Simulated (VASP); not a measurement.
A run of VASP 6.6.1 is set up as follows.

File POSCAR:

```
WSe
1.0
    0.0000000000      2.8530058079      2.8530058079
    2.8530058079      0.0000000000      2.8530058079
    2.8530058079      2.8530058079      0.0000000000
W Se
1 1
Direct
    0.0000000000      0.0000000000      0.0000000000
    0.5000000000      0.5000000000      0.5000000000
```

Contents of INCAR.step1:

```
PREC = Accurate ; ENCUT = 520
ISMEAR = 0 ; SIGMA = 0.1
LREAL = F ; LASPH = T
NELM = 150 ; LMAXMIX = 4
LDAU = T ; LDAUTYPE = 2
LDAUL = 2 -1 ; LDAUU = 6.2 0
LDAUJ = 0 0 ; NBANDS = 17
GGA = PE ; ALGO = Normal
EDIFF = 1E-4 ; LWAVE = T
LCHARG = F
```

File INCAR.step2:

```
PREC = Accurate ; ENCUT = 520
EDIFF = 1E-6 ; ISMEAR = 0
SIGMA = 0.1 ; LREAL = F
LASPH = T ; NELM = 150
ALGO = Normal ; ISIF = 2
LWAVE = F ; LCHARG = F
LMAXMIX = 4 ; LDAU = T
LDAUTYPE = 2 ; LDAUL = 2 -1
LDAUU = 6.2 0 ; LDAUJ = 0 0
LDAUPRINT = 1 ; METAGGA = R2SCAN
LMIXTAU = T ; NBANDS = 17
ISTART = 1
```

Contents of KPOINTS:

```
regular mesh
0
Gamma
  12 12 12
```

Potentials or basis: VASP PAW PBE potentials, release 64 (W_sv, Se).

Run with:

```console
$ cat potpaw_PBE.64/W_sv/POTCAR potpaw_PBE.64/Se/POTCAR > POTCAR
$ cp INCAR.step1 INCAR
$ mpirun -np 1 vasp_std > vasp.out
$ cp INCAR.step2 INCAR
$ mpirun -np 1 vasp_std > vasp.out
```

Q: Estimate the band gap on the k mesh.

A: Zero (band 10 reaches 6.44 eV, above the bottom of band 11 at 4.60 eV).

Q: Estimate the pressure.

A: -15.5 GPa.

Eigenvalues of the final occupation matrices:
```
    site  spin  trace               eigenvalues
site 1 d     1   1.63  0.09 0.09 0.48 0.48 0.48
site 1 d     2   1.63  0.09 0.09 0.48 0.48 0.48
```

Caveat: the PAW data sets were made with another functional, which shifts forces and pressure a little; spin-orbit coupling is left out, which moves the levels of the heavy elements; U without spin polarisation on a metal has little footing.
